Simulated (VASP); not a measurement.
# Zn2F (P6/mmm) in VASP: notebook

Zn2F is run at these levels: PBE; tasks: single point.

All numbers are computed with VASP 6.6.1; they aren't measurements. Logs are shortened: lines on timing, memory, paths and dates and some standing lists are left out, and cuts for length are marked.

## Step 1: The cell of the first run

It takes space group P6/mmm (No. 191, hexagonal). Conventional cell: a = 3.387 Å, b = 3.387 Å, c = 3.657 Å, α = 90.00°, β = 90.00°, γ = 120.00°. Within 2.7 Å of Zn (site symmetry -6m2) lie 3 Zn at 1.96 Å and 6 F at 2.68 Å. Within 3.5 Å of F (site symmetry 6/mmm) lie 12 Zn at 2.68 Å and 6 F at 3.39 Å.

## Step 2: Single point, PBE

File INCAR:

```
PREC = Accurate ; ENCUT = 520
EDIFF = 1E-6 ; ISMEAR = 0
SIGMA = 0.1 ; LREAL = F
LASPH = T ; NELM = 80
ALGO = Fast ; ISIF = 2
LWAVE = F ; LCHARG = F
GGA = PE ; NBANDS = 22
```

File KPOINTS:

```
regular mesh
0
Gamma
  6 6 6
```

File POSCAR:

```
Zn2F
1.0
    3.3872890069      0.0000000000      0.0000000000
   -1.6936445034      2.9334783299      0.0000000000
    0.0000000000      0.0000000000      3.6573718513
Zn F
2 1
Direct
    0.3333333333      0.6666666667      0.5000000000
    0.6666666667      0.3333333333      0.5000000000
    0.0000000000      0.0000000000      0.0000000000
```

Potentials or basis: VASP PAW PBE potentials, release 64 (Zn, F).

Command:

```console
cat potpaw_PBE.64/Zn/POTCAR potpaw_PBE.64/F/POTCAR > POTCAR
mpirun -np 1 vasp_std > vasp.out
```

OUTCAR:

```text
PREC = Accurate
   ENCUT = 520
   EDIFF = 1E-6
   ISMEAR = 0
   LREAL = F
   LASPH = T
   NELM = 80
   ISIF = 2
   GGA = PE

 ion  position               nearest neighbor table
   1  0.333  0.667  0.500-   2 1.96   2 1.96   2 1.96
   2  0.667  0.333  0.500-   1 1.96   1 1.96   1 1.96
   3  0.000  0.000  0.000-

  LATTYP: Found a hexagonal cell.
 ALAT       =     3.3872890069
 C/A-ratio  =     1.0797342193

  Lattice vectors:

 A1 = (   3.3872890069,   0.0000000000,   0.0000000000)
 A2 = (  -1.6936445034,   2.9334783299,   0.0000000000)
 A3 = (   0.0000000000,   0.0000000000,   3.6573718513)

Analysis of symmetry for initial positions (statically):
=====================================================================
 Subroutine PRICEL returns:
 Original cell was already a primitive cell.

 Routine SETGRP: Setting up the symmetry group for a
 hexagonal supercell.

 Subroutine GETGRP returns: Found 24 space group operations
 (whereof 24 operations were pure point group operations)
 out of a pool of 24 trial point group operations.

The static configuration has the point symmetry D_6h.

Analysis of symmetry for dynamics (positions and initial velocities):
=====================================================================
 Subroutine PRICEL returns:
 Original cell was already a primitive cell.

 Routine SETGRP: Setting up the symmetry group for a
 hexagonal supercell.

 Subroutine GETGRP returns: Found 24 space group operations
 (whereof 24 operations were pure point group operations)
 out of a pool of 24 trial point group operations.

The dynamic configuration has the point symmetry D_6h.

 Subroutine INISYM returns: Found 24 space group operations
 (whereof 24 operations are pure point group operations),
 and found     1 'primitive' translations

----------------------------------------------------------------------------------------

                                     Primitive cell

  volume of cell :      36.3416

  direct lattice vectors                    reciprocal lattice vectors
     3.387289007  0.000000000  0.000000000     0.295221340  0.170446120  0.000000000
    -1.693644503  2.933478330  0.000000000     0.000000000  0.340892240  0.000000000
     0.000000000  0.000000000  3.657371851     0.000000000  0.000000000  0.273420380

  length of vectors
     3.387289007  3.387289007  3.657371851     0.340892240  0.340892240  0.273420380

  position of ions in fractional coordinates (direct lattice)
     0.333333333  0.666666667  0.500000000
     0.666666667  0.333333333  0.500000000
     0.000000000  0.000000000  0.000000000

  ion indices of the primitive-cell ions
   primitive index   ion index
                 1           1
                 2           2
                 3           3

----------------------------------------------------------------------------------------

 KPOINTS: regular mesh

Automatic generation of k-mesh.
 Grid dimensions read from file:
 generate k-points for:    6    6    6

 Generating k-lattice:

  Cartesian coordinates                     Fractional coordinates (reciprocal lattice)
     0.049203557  0.028407687  0.000000000     0.166666667  0.000000000  0.000000000
     0.000000000  0.056815373  0.000000000     0.000000000  0.166666667  0.000000000
     0.000000000  0.000000000  0.045570063     0.000000000  0.000000000  0.166666667

  Length of vectors
     0.056815373  0.056815373  0.045570063

  Shift w.r.t. Gamma in fractional coordinates (k-lattice)
     0.000000000  0.000000000  0.000000000

 Subroutine IBZKPT returns following result:
 ===========================================

 Found     28 irreducible k-points:

 Following reciprocal coordinates:
            Coordinates               Weight
  0.000000  0.000000  0.000000      1.000000
  0.166667  0.000000  0.000000      6.000000
  0.333333  0.000000  0.000000      6.000000
  0.500000  0.000000  0.000000      3.000000
  0.166667  0.166667  0.000000      6.000000
  0.333333  0.166667  0.000000     12.000000
[... 16 lines left out ...]
  0.166667  0.000000  0.500000      6.000000
  0.333333  0.000000  0.500000      6.000000
 [... further k-points ...]
   k-points           NKPTS =     28   k-points in BZ     NKDIM =     28   number of bands    NBANDS=     22
   number of dos      NEDOS =    301   number of ions     NIONS =      3
   total plane-waves  NPLWV =  21952
   dimension x,y,z NGX =    28 NGY =   28 NGZ =   28
   dimension x,y,z NGXF=    56 NGYF=   56 NGZF=   56
   ions per type =               2   1
   NGX,Y,Z   is equivalent  to a cutoff of  13.74, 13.74, 12.73 a.u.
   NGXF,Y,Z  is equivalent  to a cutoff of  27.48, 27.48, 25.45 a.u.
 SYSTEM =  unknown system
   PREC   = accura    normal or accurate (medium, high low for compatibility)
   ISTART =      0    job   : 0-new  1-cont  2-samecut
   ICHARG =      2    charge: 1-file 2-atom 10-const
   ISPIN  =      1    spin polarized calculation?
   LNONCOLLINEAR =      F non collinear calculations
   LSORBIT =      F    spin-orbit coupling
   LASPH  =      T    aspherical Exc in radial PAW
   ENCUT  =  520.0 eV  38.22 Ry    6.18 a.u.   6.30  6.30  6.80*2*pi/ulx,y,z
   NELM   =     80;   NELMIN=  2; NELMDL= -5     # of ELM steps
   EDIFF  = 0.1E-05   stopping-criterion for ELM
   LREAL  =      F    real-space projection
   EDIFFG = 0.1E-04   stopping-criterion for IOM
   NSW    =      0    number of steps for IOM
   IBRION =     -1    ionic relax: 0-MD 1-quasi-New 2-CG
   NFREE  =      0    steps in history (QN), initial steepest desc. (CG)
   ISIF   =      2    stress and relaxation
   ISYM   =      2    0-nonsym 1-usesym 2-fastsym
   POTIM  = 0.5000    time-step for ionic-motion
   TEBEG  =    0.0;   TEEND  =   0.0 temperature during run
   PSTRESS=    0.0 pullay stress
   NELECT =      31.0000    total number of electrons
   NUPDOWN=      -1.0000    fix difference up-down
   EMIN   =  10.00;   EMAX   =-10.00  energy-range for DOS
   EFERMI =   0.00;   METHOD = LEGACY
   ISMEAR =     0;   SIGMA  =   0.10  broadening in eV -4-tet -1-fermi 0-gaus
   EFERMI_NEDOS =   21; number of points for ismear=-14 and -15
   IALGO  =     68    algorithm
   IMIX   =      4    mixing-type and parameters
     AMIX     =   0.40;   BMIX     =  1.00
     AMIX_MAG =   1.60;   BMIX_MAG =  1.00
  volume/ion in A,a.u.               =      12.11        81.75
  Fermi-wavevector in a.u.,A,eV,Ry     =   1.552604  2.933996 32.797912  2.410579
  Thomas-Fermi vector in A             =   2.656955
   LORBIT       =      0    0 simple, 1 ext, 2 COOP (PROOUT), +10 PAW based schemes
   GGA     = PE    functional components
   LHFCALC =     F    Hartree Fock is set to
   AEXX    =    0.0000 exact exchange contribution
   IVDW    =     0    specifies the selected vdW correction
   LEPSILON=     F    determine dielectric tensor
   LRPA    =     F    only Hartree local field effects (RPA)
 non-spin polarized calculation
 RMM-DIIS sequential band-by-band and
 Gauss-broadening in eV      SIGMA  =   0.10
  energy-cutoff  :      520.00
  volume of cell :       36.34
 maximum number of plane-waves:       998
 NGX is ok and might be reduce to    28
   NGX = 13   NGY = 13   NGZ = 13

 number of electron      30.9999967 magnetization

 Free energy of the ion-electron system (eV)
  ---------------------------------------------------
  ext. energy  EPLUGINS =         0.00000000
  ---------------------------------------------------
  free energy    TOTEN  =        -1.58661363 eV

  energy without entropy =       -1.58578112  energy(sigma->0) =       -1.58619737

 E-fermi :   2.8974     XC(G=0): -11.4192

 val. band max:        2.8496591076   @ k =   0.3333   0.3333   0.1667
 cond. band min:       3.2672148984   @ k =   0.1667   0.0000   0.5000
 fundamental gap:      0.4175557908
 Fermi energy:         2.8973594406

 k-point     1 :       0.0000    0.0000    0.0000
  band No.  band energies     occupation
      1     -20.1386      2.00000
      2      -7.2070      2.00000
      3      -5.9548      2.00000
      4      -5.9548      2.00000
      5      -5.7976      2.00000
      6      -5.7976      2.00000
[... 14 lines left out ...]
     21      15.1126      0.00000
     22      15.1126      0.00000

 k-point     2 :       0.1667    0.0000    0.0000
  band No.  band energies     occupation
      1     -20.0988      2.00000
      2      -7.0276      2.00000
      3      -6.3476      2.00000
      4      -6.3414      2.00000
      5      -5.8642      2.00000
      6      -5.7851      2.00000
[... 14 lines left out ...]
     21      16.6720      0.00000
     22      17.5936      0.00000

 k-point     3 :       0.3333    0.0000    0.0000
  band No.  band energies     occupation
      1     -20.0191      2.00000
      2      -6.9526      2.00000
      3      -6.6649      2.00000
      4      -6.4461      2.00000
      5      -5.9835      2.00000
      6      -5.8285      2.00000
[... 14 lines left out ...]
     21      14.5470      0.00000
     22      19.1182      0.00000

 k-point     4 :       0.5000    0.0000    0.0000
  band No.  band energies     occupation
      1     -19.9788      2.00000
      2      -7.0698      2.00000
      3      -6.7758      2.00000
      4      -6.3036      2.00000
      5      -6.0379      2.00000
      6      -5.8854      2.00000
[... 14 lines left out ...]
     21      15.4240      0.00000
     22      18.2534      0.00000

 k-point     5 :       0.1667    0.1667    0.0000
  band No.  band energies     occupation
      1     -20.0394      2.00000
      2      -6.9739      2.00000
      3      -6.5768      2.00000
      4      -6.4402      2.00000
      5      -6.0415      2.00000
      6      -5.6912      2.00000
[... 14 lines left out ...]
     21      15.2287      0.00000
     22      16.3631      0.00000

 k-point     6 :       0.3333    0.1667    0.0000
  band No.  band energies     occupation
      1     -19.9795      2.00000
      2      -7.2312      2.00000
      3      -6.5422      2.00000
      4      -6.3511      2.00000
      5      -6.2231      2.00000
      6      -5.5892      2.00000
[... 14 lines left out ...]
     21      15.1127      0.00000
     22      18.5213      0.00000

 k-point     7 :       0.3333    0.3333    0.0000
  band No.  band energies     occupation
      1     -19.9598      2.00000
      2      -7.3907      2.00000
      3      -6.3735      2.00000
      4      -6.3735      2.00000
      5      -6.3485      2.00000
      6      -5.2204      2.00000
[... 324 lines left out ...]
      6      -5.6903      2.00000
[... 14 lines left out ...]
     21      16.5732      0.00000
     22      19.5788      0.00000

 k-point    21 :       0.3333    0.3333    0.3333
  band No.  band energies     occupation
      1     -19.9332      2.00000
      2      -7.4679      2.00000
      3      -6.3646      2.00000
      4      -6.3646      2.00000
      5      -6.2204      2.00000
      6      -5.4261      2.00000
[... 14 lines left out ...]
     21      19.4700      0.00000
     22      19.5689      0.00000

 k-point    22 :       0.0000    0.0000    0.5000
  band No.  band energies     occupation
      1     -20.0584      2.00000
      2      -7.6972      2.00000
      3      -5.9477      2.00000
      4      -5.9477      2.00000
      5      -5.8430      2.00000
      6      -5.8430      2.00000
[... 14 lines left out ...]
     21      15.7786      0.00000
     22      17.4944      0.00000

 k-point    23 :       0.1667    0.0000    0.5000
  band No.  band energies     occupation
      1     -20.0286      2.00000
      2      -7.3437      2.00000
      3      -6.3919      2.00000
      4      -6.3281      2.00000
      5      -5.9448      2.00000
      6      -5.8539      2.00000
[... 14 lines left out ...]
     21      16.7134      0.00000
     22      17.6697      0.00000

 k-point    24 :       0.3333    0.0000    0.5000
  band No.  band energies     occupation
      1     -19.9695      2.00000
      2      -6.9423      2.00000
      3      -6.6576      2.00000
      4      -6.5769      2.00000
      5      -6.1199      2.00000
      6      -5.8037      2.00000
[... 14 lines left out ...]
     21      17.9813      0.00000
     22      19.2029      0.00000

 [... further k-points ...]

------------------------ aborting loop because EDIFF is reached ----------------------------------------

  FORCE on cell =-STRESS in cart. coord.  units (eV):
  Direction    XX          YY          ZZ          XY          YZ          ZX
  --------------------------------------------------------------------------------------
  -------------------------------------------------------------------------------------
  Total       21.4040077     21.4040077      3.2661926      0.0000000     -0.0000000      0.0000000
  in kB      943.6293192    943.6293192    143.9952330      0.0000000     -0.0000000      0.0000000
  external PRESSURE =     677.0846238 kB  Pullay stress =       0.0000000 kB

 VOLUME and BASIS-vectors are now :
 -----------------------------------------------------------------------------
  energy-cutoff  :      520.00
  volume of cell :       36.34
      direct lattice vectors                 reciprocal lattice vectors
     3.387289007  0.000000000  0.000000000     0.295221340  0.170446120  0.000000000
    -1.693644503  2.933478330  0.000000000     0.000000000  0.340892240  0.000000000
     0.000000000  0.000000000  3.657371851     0.000000000  0.000000000  0.273420380

 POSITION                                       TOTAL-FORCE (eV/Angst)
 -----------------------------------------------------------------------------------
     -0.00000      1.95565      1.82869         0.000000      0.000000      0.000000
      1.69364      0.97783      1.82869        -0.000000      0.000000      0.000000
      0.00000      0.00000      0.00000         0.000000      0.000000      0.000000
 -----------------------------------------------------------------------------------
    total drift:                               -0.000000      0.000000     -0.000000

  FREE ENERGIE OF THE ION-ELECTRON SYSTEM (eV)
  ---------------------------------------------------
  free  energy   TOTEN  =        -1.5866136278 eV

  energy  without entropy=       -1.5857811192  energy(sigma->0) =       -1.58619737
```

Run time: 35 s. Hardware: 1 thread of Oxide Virtual Turin-like, shared host; peak memory 0.12 GiB.

What came out:

* Free energy: -1.5866 eV
* Pressure: 67.7 GPa
* Band gap on the k mesh: zero (an odd number of electrons rules out a gap without spin polarisation)

Levels at points of the mesh, in eV from the Fermi level:
```
           k point  band 12  band 13  band 14  band 15  band 16  band 17  band 18  band 19
(0.00, 0.00, 0.00)    -7.13    -5.12    -4.00    -4.00     4.42     6.76     6.76     7.93
(0.50, 0.00, 0.00)    -5.86    -4.57    -4.20    -3.33    -1.16     3.93     5.70     7.74
(0.00, 0.00, 0.50)    -7.05    -3.93    -3.93    -2.08    -0.75     7.70     7.70    11.36
(0.50, 0.00, 0.50)    -6.13    -5.31    -4.06    -3.21    -0.28     3.24     4.42     4.88
```

Caveat: the stress differs along the axes, from 14 to 94 GPa; an odd number of electrons without spin polarisation forces a metal; a magnetic or distorted state may lie lower.

## Step 3: Single point, PBE

This run uses another cell than the first one, of 16.13 Å³/atom.

File INCAR:

```
SYSTEM = Zn2F
PREC = Accurate
ENCUT = 520
EDIFF = 1E-6
ISMEAR = 0
SIGMA = 0.1
LREAL = .False.
LASPH = .True.
NELM = 100
ALGO = Normal
ISIF = 2
LWAVE = .False.
LCHARG = .False.
GGA = PE
NBANDS = 22
```

File KPOINTS:

```
Automatic mesh
0
Gamma
  6 6 6
  0 0 0
```

File POSCAR:

```
Zn2F
1.0
    4.3106003954      0.0000000000      0.0000000000
   -2.1553001977      3.7330894480      0.0000000000
    0.0000000000      0.0000000000      3.0062697742
Zn F
2 1
Direct
    0.3333333333      0.6666666667      0.5000000000
    0.6666666667      0.3333333333      0.5000000000
    0.0000000000      0.0000000000      0.0000000000
```

Potentials or basis: VASP PAW PBE potentials, release 64 (Zn, F).

Command:

```console
cat potpaw_PBE.64/Zn/POTCAR potpaw_PBE.64/F/POTCAR > POTCAR
mpirun -np 1 vasp_std > vasp.out
```

Wall time 38 s (1 thread of Oxide Virtual Turin-like, shared host); peak memory 0.14 GiB.

It converged, with:

| Quantity | Value |
| --- | --- |
| Free energy | -5.4191 eV |
| Pressure | 0.2 GPa |
| Band gap on the k mesh | zero (an odd number of electrons rules out a gap without spin polarisation) |

Stress tensor (GPa, compression positive):
```
 0.25  0.00  0.00
 0.00  0.25  0.00
 0.00  0.00 -0.03
```

Levels at points of the mesh, in eV from the Fermi level:
| k point | band 12 | band 13 | band 14 | band 15 | band 16 | band 17 | band 18 | band 19 |
| --- | --- | --- | --- | --- | --- | --- | --- | --- |
| (0.00, 0.00, 0.00) | -6.17 | -2.85 | -2.85 | -2.01 | 3.04 | 3.04 | 3.78 | 9.02 |
| (0.50, 0.00, 0.00) | -5.31 | -3.41 | -2.67 | -1.93 | -0.85 | 3.00 | 5.68 | 10.94 |
| (0.00, 0.00, 0.50) | -4.45 | -2.57 | -2.57 | -0.82 | -0.49 | 5.59 | 5.59 | 6.74 |
| (0.50, 0.00, 0.50) | -3.69 | -3.29 | -2.58 | -1.28 | 1.15 | 2.42 | 2.93 | 3.74 |

Caveat: an odd number of electrons without spin polarisation forces a metal; a magnetic or distorted state may lie lower.

The gap in the log of VASP goes by the Fermi energy; the results here count the filled bands.